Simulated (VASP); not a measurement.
# C (C2/m) in VASP: notebook

The runs below take C through single point, with LDA.

Everything below comes from runs of VASP 6.6.1. Logs are shortened: lines on timing, memory, paths and dates and some standing lists are left out, and cuts for length are marked.

## 1. The cell of the first run

The structure is monoclinic, space group C2/m (No. 12). Conventional cell: a = 4.168 Å, b = 2.406 Å, c = 3.688 Å, α = 90.00°, β = 111.49°, γ = 90.00°. C (site symmetry m) has 3 C at 1.39 Å within 1.9 Å.

## 2. Single point, LDA

INCAR reads:

```
  PREC = Accurate
  ENCUT = 520
  EDIFF = 1E-6
  ISMEAR = 0
  SIGMA = 0.15
  LREAL = F
  LASPH = T
  NELM = 100
  ALGO = Normal
  ISIF = 2
  LWAVE = F
  LCHARG = F
  NBANDS = 11
```

KPOINTS reads:

```
Automatic mesh
0
Gamma
  14 14 8
```

POSCAR reads:

```
C
1.0
    2.0838931208     -1.2032079848      0.0000000000
    2.0838931208      1.2032079848      0.0000000000
   -1.3509178149      0.0000000000      3.4313236092
C
2
Direct
    0.8333560000      0.8333560000      0.0000930000
    0.1666440000      0.1666440000      0.9999070000
```

Potentials or basis: VASP PAW LDA potentials, release 64 (C).

Started as:

```
$ cat potpaw_LDA.64/C/POTCAR > POTCAR
$ mpirun -np 1 vasp_std > vasp.out
```

OUTCAR:

```text
PREC = Accurate
   ENCUT = 520
   EDIFF = 1E-6
   ISMEAR = 0
   LREAL = F
   LASPH = T
   NELM = 100
   ISIF = 2

 ion  position               nearest neighbor table
   1  0.833  0.833  0.000-   2 1.39   2 1.39   2 1.39
   2  0.167  0.167  1.000-   1 1.39   1 1.39   1 1.39

  LATTYP: Found a base centered monoclinic cell.
 ALAT       =     4.1677862416
 B/A-ratio  =     0.5773846906
 C/A-ratio  =     0.8848047021
 COS(beta)  =    -0.3663330234

  Lattice vectors:

 A1 = (   2.0838931208,  -1.2032079848,   0.0000000000)
 A2 = (   2.0838931208,   1.2032079848,   0.0000000000)
 A3 = (  -1.3509178149,   0.0000000000,   3.4313236092)

Analysis of symmetry for initial positions (statically):
=====================================================================
 Subroutine PRICEL returns:
 Original cell was already a primitive cell.

 Routine SETGRP: Setting up the symmetry group for a
 base centered monoclinic supercell.

 Subroutine GETGRP returns: Found  4 space group operations
 (whereof  4 operations were pure point group operations)
 out of a pool of  4 trial point group operations.

The static configuration has the point symmetry C_2h.

Analysis of symmetry for dynamics (positions and initial velocities):
=====================================================================
 Subroutine PRICEL returns:
 Original cell was already a primitive cell.

 Routine SETGRP: Setting up the symmetry group for a
 base centered monoclinic supercell.

 Subroutine GETGRP returns: Found  4 space group operations
 (whereof  4 operations were pure point group operations)
 out of a pool of  4 trial point group operations.

The dynamic configuration has the point symmetry C_2h.

 Subroutine INISYM returns: Found  4 space group operations
 (whereof  4 operations are pure point group operations),
 and found     1 'primitive' translations

----------------------------------------------------------------------------------------

                                     Primitive cell

  volume of cell :      17.2071

  direct lattice vectors                    reciprocal lattice vectors
     2.083893121 -1.203207985  0.000000000     0.239935530 -0.415555753  0.094463017
     2.083893121  1.203207985  0.000000000     0.239935530  0.415555753  0.094463017
    -1.350917815  0.000000000  3.431323609     0.000000000  0.000000000  0.291432728

  length of vectors
     2.406308375  2.406308375  3.687676864     0.489059203  0.489059203  0.291432728

  position of ions in fractional coordinates (direct lattice)
     0.833356000  0.833356000  0.000093000
     0.166644000  0.166644000  0.999907000

  ion indices of the primitive-cell ions
   primitive index   ion index
                 1           1
                 2           2

----------------------------------------------------------------------------------------

 KPOINTS: Automatic mesh

Automatic generation of k-mesh.
 Grid dimensions read from file:
 generate k-points for:   14   14    8

 Generating k-lattice:

  Cartesian coordinates                     Fractional coordinates (reciprocal lattice)
     0.017138252 -0.029682554  0.006747358     0.071428571  0.000000000  0.000000000
     0.017138252  0.029682554  0.006747358     0.000000000  0.071428571  0.000000000
     0.000000000  0.000000000  0.036429091     0.000000000  0.000000000  0.125000000

  Length of vectors
     0.034932800  0.034932800  0.036429091

  Shift w.r.t. Gamma in fractional coordinates (k-lattice)
     0.000000000  0.000000000  0.000000000

 Subroutine IBZKPT returns following result:
 ===========================================

 Found    429 irreducible k-points:

 Following reciprocal coordinates:
            Coordinates               Weight
  0.000000  0.000000  0.000000      1.000000
  0.071429  0.000000  0.000000      4.000000
  0.142857 -0.000000  0.000000      4.000000
  0.214286 -0.000000  0.000000      4.000000
  0.285714 -0.000000  0.000000      4.000000
  0.357143 -0.000000  0.000000      4.000000
[... 16 lines left out ...]
  0.214286  0.142857  0.000000      4.000000
  0.285714  0.142857  0.000000      4.000000
 [... further k-points ...]
   k-points           NKPTS =    429   k-points in BZ     NKDIM =    429   number of bands    NBANDS=     11
   number of dos      NEDOS =    301   number of ions     NIONS =      2
   total plane-waves  NPLWV =   9072
   dimension x,y,z NGX =    18 NGY =   18 NGZ =   28
   dimension x,y,z NGXF=    36 NGYF=   36 NGZF=   56
   ions per type =               2
   NGX,Y,Z   is equivalent  to a cutoff of  12.44, 12.44, 12.62 a.u.
   NGXF,Y,Z  is equivalent  to a cutoff of  24.87, 24.87, 25.25 a.u.
 SYSTEM =  unknown system
   PREC   = accura    normal or accurate (medium, high low for compatibility)
   ISTART =      0    job   : 0-new  1-cont  2-samecut
   ICHARG =      2    charge: 1-file 2-atom 10-const
   ISPIN  =      1    spin polarized calculation?
   LNONCOLLINEAR =      F non collinear calculations
   LSORBIT =      F    spin-orbit coupling
   LASPH  =      T    aspherical Exc in radial PAW
   ENCUT  =  520.0 eV  38.22 Ry    6.18 a.u.   4.47  4.47  6.86*2*pi/ulx,y,z
   NELM   =    100;   NELMIN=  2; NELMDL= -5     # of ELM steps
   EDIFF  = 0.1E-05   stopping-criterion for ELM
   LREAL  =      F    real-space projection
   EDIFFG = 0.1E-04   stopping-criterion for IOM
   NSW    =      0    number of steps for IOM
   IBRION =     -1    ionic relax: 0-MD 1-quasi-New 2-CG
   NFREE  =      0    steps in history (QN), initial steepest desc. (CG)
   ISIF   =      2    stress and relaxation
   ISYM   =      2    0-nonsym 1-usesym 2-fastsym
   POTIM  = 0.5000    time-step for ionic-motion
   TEBEG  =    0.0;   TEEND  =   0.0 temperature during run
   PSTRESS=    0.0 pullay stress
   NELECT =       8.0000    total number of electrons
   NUPDOWN=      -1.0000    fix difference up-down
   EMIN   =  10.00;   EMAX   =-10.00  energy-range for DOS
   EFERMI =   0.00;   METHOD = LEGACY
   ISMEAR =     0;   SIGMA  =   0.15  broadening in eV -4-tet -1-fermi 0-gaus
   EFERMI_NEDOS =   21; number of points for ismear=-14 and -15
   IALGO  =     38    algorithm
   IMIX   =      4    mixing-type and parameters
     AMIX     =   0.40;   BMIX     =  1.00
     AMIX_MAG =   1.60;   BMIX_MAG =  1.00
  volume/ion in A,a.u.               =       8.60        58.06
  Fermi-wavevector in a.u.,A,eV,Ry     =   1.268242  2.396630 21.884133  1.608438
  Thomas-Fermi vector in A             =   2.401347
   LORBIT       =      0    0 simple, 1 ext, 2 COOP (PROOUT), +10 PAW based schemes
   GGA     = CA    functional components
   LHFCALC =     F    Hartree Fock is set to
   AEXX    =    0.0000 exact exchange contribution
   IVDW    =     0    specifies the selected vdW correction
   LEPSILON=     F    determine dielectric tensor
   LRPA    =     F    only Hartree local field effects (RPA)
 non-spin polarized calculation
 Gauss-broadening in eV      SIGMA  =   0.15
  energy-cutoff  :      520.00
  volume of cell :       17.21
 maximum number of plane-waves:       478
 NGX is ok and might be reduce to    18
   NGX =  9   NGY =  9   NGZ = 13

 number of electron       8.0000002 magnetization

 Free energy of the ion-electron system (eV)
  ---------------------------------------------------
  ext. energy  EPLUGINS =         0.00000000
  ---------------------------------------------------
  free energy    TOTEN  =       -20.18137033 eV

  energy without entropy =      -20.18136988  energy(sigma->0) =      -20.18137011

 E-fermi :   4.8561     XC(G=0): -10.7519

 val. band max:        4.4600346530   @ k =  -0.2857   0.3571   0.1250
 cond. band min:       5.2469371010   @ k =  -0.3571   0.3571   0.5000
 fundamental gap:      0.7869024480
 Fermi energy:         4.8560561902

 k-point     1 :       0.0000    0.0000    0.0000
  band No.  band energies     occupation
      1     -15.1961      2.00000
      2      -2.3898      2.00000
      3       1.8266      2.00000
      4       1.8303      2.00000
      5       8.1983      0.00000
      6      13.5970      0.00000
      7      13.5998      0.00000
      8      16.9710      0.00000
      9      19.4119      0.00000
     10      28.1316      0.00000
     11      29.4994      0.00000

 k-point     2 :       0.0714    0.0000    0.0000
  band No.  band energies     occupation
      1     -15.0688      2.00000
      2      -2.2534      2.00000
      3       1.3414      2.00000
      4       1.5578      2.00000
      5       8.3783      0.00000
      6      13.6767      0.00000
      7      14.1493      0.00000
      8      16.5084      0.00000
      9      19.5898      0.00000
     10      28.5349      0.00000
     11      28.9687      0.00000

 k-point     3 :       0.1429   -0.0000    0.0000
  band No.  band energies     occupation
      1     -14.6879      2.00000
      2      -1.8462      2.00000
      3       0.0585      2.00000
      4       0.8865      2.00000
      5       8.9185      0.00000
      6      13.7723      0.00000
      7      15.2552      0.00000
      8      15.6456      0.00000
      9      20.1444      0.00000
     10      27.2327      0.00000
     11      29.5855      0.00000

 k-point     4 :       0.2143   -0.0000    0.0000
  band No.  band energies     occupation
      1     -14.0568      2.00000
      2      -1.6838      2.00000
      3      -1.1752      2.00000
      4       0.0777      2.00000
      5       9.8118      0.00000
      6      13.4389      0.00000
      7      13.7748      0.00000
      8      17.7881      0.00000
      9      20.9504      0.00000
     10      25.3001      0.00000
     11      28.5136      0.00000
[... 239 lines left out ...]
 k-point    22 :       0.1429    0.1429    0.0000
  band No.  band energies     occupation
      1     -14.6732      2.00000
      2      -1.9756      2.00000
      3       0.0746      2.00000
      4       0.8734      2.00000
      5       9.2029      0.00000
      6      13.7396      0.00000
      7      15.2101      0.00000
      8      15.6450      0.00000
      9      20.1920      0.00000
     10      26.8571      0.00000
     11      29.5954      0.00000

 k-point    23 :       0.2143    0.1429    0.0000
  band No.  band energies     occupation
      1     -14.2875      2.00000
      2      -1.6258      2.00000
      3      -0.8513      2.00000
      4       0.1445      2.00000
      5       9.8701      0.00000
      6      14.0014      0.00000
      7      14.2062      0.00000
      8      16.4685      0.00000
      9      20.9369      0.00000
     10      25.1994      0.00000
     11      30.0684      0.00000

 k-point    24 :       0.2857    0.1429    0.0000
  band No.  band energies     occupation
      1     -13.6544      2.00000
      2      -2.0338      2.00000
      3      -1.0074      2.00000
      4      -0.9887      2.00000
      5      10.8703      0.00000
      6      12.6065      0.00000
      7      14.9294      0.00000
      8      17.0739      0.00000
      9      22.1866      0.00000
     10      23.2279      0.00000
     11      29.3260      0.00000

 [... further k-points ...]
[... 5 lines left out ...]
  --------------------------------------------------------------------------------------
  -------------------------------------------------------------------------------------
  Total        2.4611827      2.4575262     -0.1019013      0.0000000      0.0000000     -0.0044760
  in kB      229.1641183    228.8236552     -9.4881715      0.0000000      0.0000000     -0.4167620
  external PRESSURE =     149.4998674 kB  Pullay stress =       0.0000000 kB

 VOLUME and BASIS-vectors are now :
 -----------------------------------------------------------------------------
  energy-cutoff  :      520.00
  volume of cell :       17.21
      direct lattice vectors                 reciprocal lattice vectors
     2.083893121 -1.203207985  0.000000000     0.239935530 -0.415555753  0.094463017
     2.083893121  1.203207985  0.000000000     0.239935530  0.415555753  0.094463017
    -1.350917815  0.000000000  3.431323609     0.000000000  0.000000000  0.291432728

 POSITION                                       TOTAL-FORCE (eV/Angst)
 -----------------------------------------------------------------------------------
      3.47312      0.00000      0.00032         0.004828      0.000000     -0.000638
     -0.65626      0.00000      3.43100        -0.004828      0.000000      0.000638
 -----------------------------------------------------------------------------------
    total drift:                                0.000000      0.000000     -0.000000

  FREE ENERGIE OF THE ION-ELECTRON SYSTEM (eV)
  ---------------------------------------------------
  free  energy   TOTEN  =       -20.1813703305 eV

  energy  without entropy=      -20.1813698836  energy(sigma->0) =      -20.18137011
```

Run time: 79 s. Hardware: 1 thread of Intel Xeon 8259CL, shared host; peak memory 0.16 GiB.

Results:

* Free energy: -20.1814 eV
* Pressure: 14.9 GPa
* Largest force: 0.005 eV/Å

Forces on the atoms (eV/Å):
```
C    0.005  0.000 -0.001
C   -0.005  0.000  0.001
```

Caveat: the stress differs along the axes, from -1 to 23 GPa.

(Part 1 of 2 ends here.)
